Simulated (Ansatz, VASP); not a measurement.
HfS2: VASP beside Ansatz

```
Hf S
1.0
     3.77551    0.00000    0.00000
    -1.88775    3.26969    0.00000
     0.00000    0.00000    5.76079
Hf S
1 2
Direct
  0.00000 0.00000 0.00000
  0.33333 0.66667 0.23798
  0.66667 0.33333 0.76202
```

Change from the starting cell: epitaxial_xy strain +4.0%.

Alike in both runs: task single point; functional r2SCAN; k mesh 12 × 12 × 4; no spin polarisation.

|  | VASP | Ansatz |
| --- | --- | --- |
| version | VASP 6.6.1 | Ansatz 0.2.0 |
| potentials or method | VASP PAW PBE potentials, release 64 (Hf_pv, S) | plane waves, PAW |
| plane-wave cutoff (eV) | 550 | 500 |
| occupations | gaussian, width 0.01 eV | fixed |
| valence electrons in the cell | 22 | 38 |

VASP gave:

```
gap on the k mesh at the Fermi level (eV)                     : 1.54
pressure (GPa)                                                : -3.9
traceless stress, the component that is largest in VASP (GPa) : 4.30
rms of the force components (eV/Å)                            : 0.054
```

Which values does Ansatz return?

gap on the k mesh at the Fermi level (eV): 1.52; pressure (GPa): -3.2; traceless stress, the component that is largest in VASP (GPa): 4.12; rms of the force components (eV/Å): 0.015.

VASP's potentials were made for PBE, not for r2SCAN. Atom by atom the forces differ by 0.039 eV/Å (rms over components). VASP's potentials hold 22 valence electrons a cell and Ansatz's 38, so a difference there can come from the potentials and not from the codes.

Neither program's run includes spin-orbit coupling.
